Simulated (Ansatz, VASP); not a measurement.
**Two plane-wave programs on Be**

```xyz
2
Lattice="2.2853 0.0000 0.0000 -1.1426 1.9791 0.0000 0.0000 0.0000 3.5842" Properties=species:S:1:pos:R:3 pbc="T T T"
Be    1.1427    0.6597    2.6882
Be    0.0000    1.3194    0.8961
```

Alike in both runs: functional PBEsol; k mesh 11 × 11 × 6; occupations fermi-dirac, width 0.05 eV; no spin polarisation.

```csv
,VASP,Ansatz
version,VASP 6.6.1,Ansatz 0.2.0
potentials or method,"VASP PAW PBE potentials, release 64 (Be)",Ansatz PAW
plane-wave cutoff (eV),520,420
valence electrons in the cell,4,4
task,single point,band structure
```

```csv
,VASP,Ansatz,Ansatz less VASP
gap on the k mesh at the Fermi level (eV),none,none,-
pressure (GPa),-3.6,-4.0,-0.35
"traceless stress, the component that is largest in VASP (GPa)",0.89,0.84,-0.049
```

VASP's potentials were made for PBE, not for PBEsol. A gap of «none» marks a metal or a gap that the smearing closes.
